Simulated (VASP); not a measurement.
# Ca (Im-3m) in VASP: further runs

The runs below take Ca through electric field gradients, with PBE.

Everything below comes from runs of VASP 6.6.1. Logs are shortened: lines on timing, memory, paths and dates and some standing lists are left out, and cuts for length are marked.

### Step 1. The cell of the first run

Symmetry: Im-3m, No. 229, cubic system. The conventional cell has a = 4.510 Å, b = 4.510 Å, c = 4.510 Å, α = 90.00°, β = 90.00°, γ = 90.00°. Ca (site symmetry m-3m) has 14 Ca at 3.91 to 4.51 Å within 5.1 Å.

This isn't the form of Ca at room conditions, which is fcc.

### Step 2. Electric field gradients, PBE (45.86 Å³/atom)

The input, INCAR:

```
PREC = Accurate
ENCUT = 520
EDIFF = 1E-8
ISMEAR = -1
SIGMA = 0.05
LREAL = False
LASPH = True
NELM = 100
ALGO = Normal
ISIF = 2
LWAVE = False
LCHARG = False
GGA = PE
LEFG = True
NBANDS = 11
```

The input, KPOINTS:

```
regular mesh
0
Gamma
  10 10 10
```

The input, POSCAR:

```
Ca
1.0
   -2.2548348694      2.2548348694      2.2548348694
    2.2548348694     -2.2548348694      2.2548348694
    2.2548348694      2.2548348694     -2.2548348694
Ca
1
Direct
    0.0000000000      0.0000000000      0.0000000000
```

Potentials or basis: VASP PAW PBE potentials, release 64 (Ca_sv).

Launch:

```bash
$ cat potpaw_PBE.64/Ca_sv/POTCAR > POTCAR
$ mpirun -np 1 vasp_std > vasp.out
```

OUTCAR:

```text
PREC = Accurate
   ENCUT = 520
   EDIFF = 1E-8
   ISMEAR = -1
   LREAL = False
   LASPH = True
   NELM = 100
   ISIF = 2
   GGA = PE

 ion  position               nearest neighbor table
   1  0.000  0.000  0.000-

  LATTYP: Found a body centered cubic cell.
 ALAT       =     4.5096697388

  Lattice vectors:

 A1 = (  -2.2548348694,   2.2548348694,   2.2548348694)
 A2 = (   2.2548348694,  -2.2548348694,   2.2548348694)
 A3 = (   2.2548348694,   2.2548348694,  -2.2548348694)

Analysis of symmetry for initial positions (statically):
=====================================================================
 Subroutine PRICEL returns:
 Original cell was already a primitive cell.

 Routine SETGRP: Setting up the symmetry group for a
 body centered cubic supercell.

 Subroutine GETGRP returns: Found 48 space group operations
 (whereof 48 operations were pure point group operations)
 out of a pool of 48 trial point group operations.

The static configuration has the point symmetry O_h .

Analysis of symmetry for dynamics (positions and initial velocities):
=====================================================================
 Subroutine PRICEL returns:
 Original cell was already a primitive cell.

 Routine SETGRP: Setting up the symmetry group for a
 body centered cubic supercell.

 Subroutine GETGRP returns: Found 48 space group operations
 (whereof 48 operations were pure point group operations)
 out of a pool of 48 trial point group operations.

The dynamic configuration has the point symmetry O_h .

 Subroutine INISYM returns: Found 48 space group operations
 (whereof 48 operations are pure point group operations),
 and found     1 'primitive' translations

----------------------------------------------------------------------------------------

                                     Primitive cell

  volume of cell :      45.8568

  direct lattice vectors                    reciprocal lattice vectors
    -2.254834869  2.254834869  2.254834869     0.000000000  0.221745728  0.221745728
     2.254834869 -2.254834869  2.254834869     0.221745728  0.000000000  0.221745728
     2.254834869  2.254834869 -2.254834869     0.221745728  0.221745728  0.000000000

  length of vectors
     3.905488556  3.905488556  3.905488556     0.313595816  0.313595816  0.313595816

  position of ions in fractional coordinates (direct lattice)
     0.000000000  0.000000000  0.000000000

  ion indices of the primitive-cell ions
   primitive index   ion index
                 1           1

----------------------------------------------------------------------------------------

 KPOINTS: regular mesh

Automatic generation of k-mesh.
 Grid dimensions read from file:
 generate k-points for:   10   10   10

 Generating k-lattice:

  Cartesian coordinates                     Fractional coordinates (reciprocal lattice)
     0.000000000  0.022174573  0.022174573     0.100000000  0.000000000  0.000000000
     0.022174573  0.000000000  0.022174573     0.000000000  0.100000000  0.000000000
     0.022174573  0.022174573  0.000000000     0.000000000  0.000000000  0.100000000

  Length of vectors
     0.031359582  0.031359582  0.031359582

  Shift w.r.t. Gamma in fractional coordinates (k-lattice)
     0.000000000  0.000000000  0.000000000

 Subroutine IBZKPT returns following result:
 ===========================================

 Found     47 irreducible k-points:

 Following reciprocal coordinates:
            Coordinates               Weight
  0.000000  0.000000  0.000000      1.000000
  0.100000  0.000000  0.000000     12.000000
  0.200000  0.000000  0.000000     12.000000
  0.300000  0.000000  0.000000     12.000000
  0.400000  0.000000  0.000000     12.000000
  0.500000  0.000000  0.000000      6.000000
[... 16 lines left out ...]
  0.300000  0.300000  0.100000      8.000000
 -0.300000  0.300000  0.100000     24.000000
 [... further k-points ...]
   k-points           NKPTS =     47   k-points in BZ     NKDIM =     47   number of bands    NBANDS=     11
   number of dos      NEDOS =    301   number of ions     NIONS =      1
   total plane-waves  NPLWV =  27000
   dimension x,y,z NGX =    30 NGY =   30 NGZ =   30
   dimension x,y,z NGXF=    60 NGYF=   60 NGZF=   60
   ions per type =               1
   NGX,Y,Z   is equivalent  to a cutoff of  12.77, 12.77, 12.77 a.u.
   NGXF,Y,Z  is equivalent  to a cutoff of  25.54, 25.54, 25.54 a.u.
 SYSTEM =  unknown system
   PREC   = accura    normal or accurate (medium, high low for compatibility)
   ISTART =      0    job   : 0-new  1-cont  2-samecut
   ICHARG =      2    charge: 1-file 2-atom 10-const
   ISPIN  =      1    spin polarized calculation?
   LNONCOLLINEAR =      F non collinear calculations
   LSORBIT =      F    spin-orbit coupling
   LASPH  =      T    aspherical Exc in radial PAW
   ENCUT  =  520.0 eV  38.22 Ry    6.18 a.u.   7.26  7.26  7.26*2*pi/ulx,y,z
   NELM   =    100;   NELMIN=  2; NELMDL= -5     # of ELM steps
   EDIFF  = 0.1E-07   stopping-criterion for ELM
   LREAL  =      F    real-space projection
   EDIFFG = 0.1E-06   stopping-criterion for IOM
   NSW    =      0    number of steps for IOM
   IBRION =     -1    ionic relax: 0-MD 1-quasi-New 2-CG
   NFREE  =      0    steps in history (QN), initial steepest desc. (CG)
   ISIF   =      2    stress and relaxation
   ISYM   =      2    0-nonsym 1-usesym 2-fastsym
   POTIM  = 0.5000    time-step for ionic-motion
   TEBEG  =    0.0;   TEEND  =   0.0 temperature during run
   PSTRESS=    0.0 pullay stress
   NELECT =      10.0000    total number of electrons
   NUPDOWN=      -1.0000    fix difference up-down
   EMIN   =  10.00;   EMAX   =-10.00  energy-range for DOS
   EFERMI =   0.00;   METHOD = LEGACY
   ISMEAR =    -1;   SIGMA  =   0.05  broadening in eV -4-tet -1-fermi 0-gaus
   EFERMI_NEDOS =   21; number of points for ismear=-14 and -15
   IALGO  =     38    algorithm
   IMIX   =      4    mixing-type and parameters
     AMIX     =   0.40;   BMIX     =  1.00
     AMIX_MAG =   1.60;   BMIX_MAG =  1.00
  volume/ion in A,a.u.               =      45.86       309.46
  Fermi-wavevector in a.u.,A,eV,Ry     =   0.985387  1.862111 13.211083  0.970987
  Thomas-Fermi vector in A             =   2.116690
   LORBIT       =      0    0 simple, 1 ext, 2 COOP (PROOUT), +10 PAW based schemes
   GGA     = PE    functional components
   LHFCALC =     F    Hartree Fock is set to
   AEXX    =    0.0000 exact exchange contribution
   IVDW    =     0    specifies the selected vdW correction
   LEPSILON=     F    determine dielectric tensor
   LRPA    =     F    only Hartree local field effects (RPA)
 non-spin polarized calculation
  energy-cutoff  :      520.00
  volume of cell :       45.86
 maximum number of plane-waves:      1264
 NGX is ok and might be reduce to    30
   NGX = 15   NGY = 15   NGZ = 15

 number of electron      10.0000000 magnetization

 number of electron       9.9999999 magnetization

 Free energy of the ion-electron system (eV)
  ---------------------------------------------------
  ext. energy  EPLUGINS =         0.00000000
  ---------------------------------------------------
  free energy    TOTEN  =        -1.90675983 eV

  energy without entropy =       -1.89371750  energy(sigma->0) =       -1.90023866

 E-fermi :   1.6968     XC(G=0):  -7.4843

 val. band max:        1.6810569174   @ k =  -0.4000  -0.4000   0.1000
 cond. band min:       1.7122451406   @ k =   0.5000   0.5000   0.3000
 fundamental gap:      0.0311882232
 Fermi energy:         1.6967991085

 k-point     1 :       0.0000    0.0000    0.0000
  band No.  band energies     occupation
      1     -40.5800      2.00000
      2     -21.5031      2.00000
      3     -21.5031      2.00000
      4     -21.5031      2.00000
      5      -2.2302      2.00000
      6       3.8576      0.00000
      7       3.8576      0.00000
      8       3.8576      0.00000
      9       4.8242      0.00000
     10       4.8242      0.00000
     11      11.4786      0.00000

 k-point     2 :       0.1000    0.0000    0.0000
  band No.  band energies     occupation
      1     -40.5790      2.00000
      2     -21.5130      2.00000
      3     -21.5064      2.00000
      4     -21.5030      2.00000
      5      -2.0616      2.00000
      6       3.7585      0.00000
      7       3.7881      0.00000
      8       3.9805      0.00000
      9       4.7174      0.00000
     10       4.8279      0.00000
     11      11.1481      0.00000
[... 295 lines left out ...]
 k-point    24 :      -0.3000    0.3000    0.1000
  band No.  band energies     occupation
      1     -40.5726      2.00000
      2     -21.5693      2.00000
      3     -21.5299      2.00000
      4     -21.5107      2.00000
      5      -0.6573      2.00000
      6       2.8982      0.00000
      7       3.3483      0.00000
      8       4.3360      0.00000
      9       4.8383      0.00000
     10       5.0443      0.00000
     11       8.1706      0.00000

 [... further k-points ...]
[... 5 lines left out ...]
  --------------------------------------------------------------------------------------
  -------------------------------------------------------------------------------------
  Total       -0.3518158     -0.3518158     -0.3518158      0.0000000      0.0000000     -0.0000000
  in kB      -12.2919777    -12.2919777    -12.2919777      0.0000000      0.0000000     -0.0000000
  external PRESSURE =     -12.2919777 kB  Pullay stress =       0.0000000 kB

 VOLUME and BASIS-vectors are now :
 -----------------------------------------------------------------------------
  energy-cutoff  :      520.00
  volume of cell :       45.86
      direct lattice vectors                 reciprocal lattice vectors
    -2.254834869  2.254834869  2.254834869     0.000000000  0.221745728  0.221745728
     2.254834869 -2.254834869  2.254834869     0.221745728  0.000000000  0.221745728
     2.254834869  2.254834869 -2.254834869     0.221745728  0.221745728  0.000000000

 POSITION                                       TOTAL-FORCE (eV/Angst)
 -----------------------------------------------------------------------------------
      0.00000      0.00000      0.00000        -0.000000     -0.000000     -0.000000
 -----------------------------------------------------------------------------------
    total drift:                               -0.000000     -0.000000      0.000000

  FREE ENERGIE OF THE ION-ELECTRON SYSTEM (eV)
  ---------------------------------------------------
  free  energy   TOTEN  =        -1.9067598254 eV

  energy  without entropy=       -1.8937175024  energy(sigma->0) =       -1.90023866

 Electric field gradients (V/A^2)
---------------------------------------------------------------------
 ion       V_xx      V_yy      V_zz      V_xy      V_xz      V_yz
---------------------------------------------------------------------
   1       0.000     0.000    -0.000     0.000     0.000     0.000
---------------------------------------------------------------------

 Electric field gradients after diagonalization (V/A^2)
 (convention: |V_zz| > |V_xx| > |V_yy|)
----------------------------------------------------------------------
 ion       V_xx      V_yy      V_zz     asymmetry (V_yy - V_xx)/ V_zz
----------------------------------------------------------------------
   1      -0.000    -0.000     0.001       0.000
----------------------------------------------------------------------

           NMR quadrupolar parameters

 Cq : quadrupolar parameter    Cq=e*Q*V_zz/h
 eta: asymmetry parameters     (V_yy - V_xx)/ V_zz
 Q  : nuclear electric quadrupole moment in mb (millibarn)
----------------------------------------------------------------------
 ion       Cq(MHz)       eta       Q (mb)
----------------------------------------------------------------------
   1       0.000       0.000       1.000
----------------------------------------------------------------------
```

Run time: 39 s. Hardware: 1 thread of Intel Xeon 8259CL, shared host; peak memory 0.18 GiB.

What came out:

```yaml
Free_energy: -1.9068 eV
Pressure: -1.2 GPa
Band_gap_on_the_k_mesh: zero (bands 5 and 6 overlap by 0.29 eV)
Largest_electric_field_gradient_by_atom: under 0.05 V/Å² on every atom
```

Levels at points of the mesh, in eV from the Fermi level:
| k point | band 3 | band 4 | band 5 | band 6 | band 7 | band 8 |
| --- | --- | --- | --- | --- | --- | --- |
| (0.00, 0.00, 0.00) | -23.20 | -23.20 | -3.93 | 2.16 | 2.16 | 2.16 |
| (0.50, 0.00, 0.00) | -23.24 | -23.20 | -0.87 | -0.10 | 1.29 | 3.02 |
| (0.50, 0.50, 0.50) | -23.28 | -23.28 | 0.12 | 0.12 | 3.59 | 3.59 |

### Step 3. Electric field gradients, PBE (47.66 Å³/atom)

This run uses another cell than the first one, of 47.66 Å³/atom.

The input, INCAR:

```
SYSTEM = Ca
  PREC = Accurate
  ENCUT = 520
  EDIFF = 1E-8
  ISMEAR = -1
  SIGMA = 0.05
  LREAL = .False.
  LASPH = .True.
  NELM = 80
  ALGO = Normal
  ISIF = 2
  LWAVE = .False.
  LCHARG = .False.
  GGA = PE
  LEFG = .True.
  NBANDS = 11
```

The input, KPOINTS:

```
Automatic mesh
0
Gamma
  10 10 10
  0 0 0
```

The input, POSCAR:

```
Ca
1.0
   -2.2839327222      2.2839327222      2.2839327222
    2.2839327222     -2.2839327222      2.2839327222
    2.2839327222      2.2839327222     -2.2839327222
Ca
1
Direct
    0.0000000000      0.0000000000      0.0000000000
```

Potentials or basis: VASP PAW PBE potentials, release 64 (Ca_sv).

Launch:

```bash
$ cat potpaw_PBE.64/Ca_sv/POTCAR > POTCAR
$ mpirun -np 1 vasp_std > vasp.out
```

OUTCAR:

```text
SYSTEM = Ca
   PREC = Accurate
   ENCUT = 520
   EDIFF = 1E-8
   ISMEAR = -1
   LREAL = .False.
   LASPH = .True.
   NELM = 80
   ISIF = 2
   GGA = PE

 ion  position               nearest neighbor table
   1  0.000  0.000  0.000-

  LATTYP: Found a body centered cubic cell.
 ALAT       =     4.5678654444

  Lattice vectors:

 A1 = (  -2.2839327222,   2.2839327222,   2.2839327222)
 A2 = (   2.2839327222,  -2.2839327222,   2.2839327222)
 A3 = (   2.2839327222,   2.2839327222,  -2.2839327222)

Analysis of symmetry for initial positions (statically):
=====================================================================
 Subroutine PRICEL returns:
 Original cell was already a primitive cell.

 Routine SETGRP: Setting up the symmetry group for a
 body centered cubic supercell.

 Subroutine GETGRP returns: Found 48 space group operations
 (whereof 48 operations were pure point group operations)
 out of a pool of 48 trial point group operations.

The static configuration has the point symmetry O_h .

Analysis of symmetry for dynamics (positions and initial velocities):
=====================================================================
 Subroutine PRICEL returns:
 Original cell was already a primitive cell.

 Routine SETGRP: Setting up the symmetry group for a
 body centered cubic supercell.

 Subroutine GETGRP returns: Found 48 space group operations
 (whereof 48 operations were pure point group operations)
 out of a pool of 48 trial point group operations.

The dynamic configuration has the point symmetry O_h .

 Subroutine INISYM returns: Found 48 space group operations
 (whereof 48 operations are pure point group operations),
 and found     1 'primitive' translations

[... 154 lines left out ...]
      4     -21.7398      2.00000
      5      -2.3008      2.00000
      6       3.6596      0.00000
      7       3.6596      0.00000
      8       3.6596      0.00000
      9       4.5878      0.00000
     10       4.5878      0.00000
     11      11.1535      0.00000
[... 309 lines left out ...]
 k-point    24 :      -0.3000    0.3000    0.1000
  band No.  band energies     occupation
      1     -40.8081      2.00000
      2     -21.7969      2.00000
      3     -21.7631      2.00000
      4     -21.7463      2.00000
      5      -0.7700      2.00000
      6       2.7381      0.00000
      7       3.1731      0.00000
      8       4.1212      0.00000
      9       4.5957      0.00000
     10       4.7925      0.00000
     11       7.7798      0.00000

 [... further k-points ...]
[... 5 lines left out ...]
  --------------------------------------------------------------------------------------
  -------------------------------------------------------------------------------------
  Total       -0.5037942     -0.5037942     -0.5037942     -0.0000000      0.0000000      0.0000000
  in kB      -16.9376764    -16.9376764    -16.9376764     -0.0000000      0.0000000      0.0000000
  external PRESSURE =     -16.9376764 kB  Pullay stress =       0.0000000 kB

 VOLUME and BASIS-vectors are now :
 -----------------------------------------------------------------------------
  energy-cutoff  :      520.00
  volume of cell :       47.66
      direct lattice vectors                 reciprocal lattice vectors
    -2.283932722  2.283932722  2.283932722     0.000000000  0.218920634  0.218920634
     2.283932722 -2.283932722  2.283932722     0.218920634  0.000000000  0.218920634
     2.283932722  2.283932722 -2.283932722     0.218920634  0.218920634  0.000000000

 POSITION                                       TOTAL-FORCE (eV/Angst)
 -----------------------------------------------------------------------------------
      0.00000      0.00000      0.00000         0.000000      0.000000      0.000000
 -----------------------------------------------------------------------------------
    total drift:                               -0.000000     -0.000000      0.000000

  FREE ENERGIE OF THE ION-ELECTRON SYSTEM (eV)
  ---------------------------------------------------
  free  energy   TOTEN  =        -1.8905454931 eV

  energy  without entropy=       -1.8777176510  energy(sigma->0) =       -1.88413157

 Electric field gradients (V/A^2)
---------------------------------------------------------------------
 ion       V_xx      V_yy      V_zz      V_xy      V_xz      V_yz
---------------------------------------------------------------------
   1       0.000     0.000     0.000     0.000     0.000     0.000
---------------------------------------------------------------------

 Electric field gradients after diagonalization (V/A^2)
 (convention: |V_zz| > |V_xx| > |V_yy|)
----------------------------------------------------------------------
 ion       V_xx      V_yy      V_zz     asymmetry (V_yy - V_xx)/ V_zz
----------------------------------------------------------------------
   1      -0.000    -0.000     0.000       0.000
----------------------------------------------------------------------

           NMR quadrupolar parameters

 Cq : quadrupolar parameter    Cq=e*Q*V_zz/h
 eta: asymmetry parameters     (V_yy - V_xx)/ V_zz
 Q  : nuclear electric quadrupole moment in mb (millibarn)
----------------------------------------------------------------------
 ion       Cq(MHz)       eta       Q (mb)
----------------------------------------------------------------------
   1       0.000       0.000       1.000
----------------------------------------------------------------------
```

OSZICAR:

```text
N       E                     dE             d eps       ncg     rms          rms(c)
DAV:   1     0.657585102898E+02    0.65759E+02   -0.49113E+03  1034   0.809E+02
DAV:   2    -0.337529093943E+00   -0.66096E+02   -0.65496E+02  1142   0.204E+02
DAV:   3    -0.181281114925E+01   -0.14753E+01   -0.14531E+01  1501   0.303E+01
DAV:   4    -0.188897787379E+01   -0.76167E-01   -0.75647E-01  1370   0.552E+00
DAV:   5    -0.189126540972E+01   -0.22875E-02   -0.22873E-02  1428   0.771E-01    0.229E+00
DAV:   6    -0.188988419754E+01    0.13812E-02   -0.97615E-03  1278   0.108E+00    0.140E+00
DAV:   7    -0.189088089818E+01   -0.99670E-03   -0.16538E-02  1120   0.149E+00    0.983E-02
DAV:   8    -0.189052274718E+01    0.35815E-03   -0.16457E-03  1256   0.387E-01    0.218E-02
DAV:   9    -0.189054387613E+01   -0.21129E-04   -0.10496E-04  1385   0.828E-02    0.749E-03
DAV:  10    -0.189054620023E+01   -0.23241E-05   -0.76382E-06  1513   0.210E-02    0.898E-04
DAV:  11    -0.189054542519E+01    0.77504E-06   -0.38519E-07  1767   0.429E-03    0.458E-04
DAV:  12    -0.189054548716E+01   -0.61966E-07   -0.19938E-08  1526   0.115E-03    0.117E-04
DAV:  13    -0.189054549312E+01   -0.59631E-08   -0.11334E-09   768   0.288E-04
   1 F= -.18905455E+01 E0= -.18841316E+01  d E =-.128278E-01
```

Wall time 36 s (1 thread of Intel Xeon 8259CL, shared host); peak memory 0.18 GiB.

What came out:

```yaml
Free_energy: -1.8905 eV
Pressure: -1.7 GPa
Band_gap_on_the_k_mesh: zero (bands 5 and 6 overlap by 0.30 eV)
Largest_electric_field_gradient_by_atom: under 0.05 V/Å² on every atom
```

The gap in the log of VASP goes by the Fermi energy; the results here count the filled bands.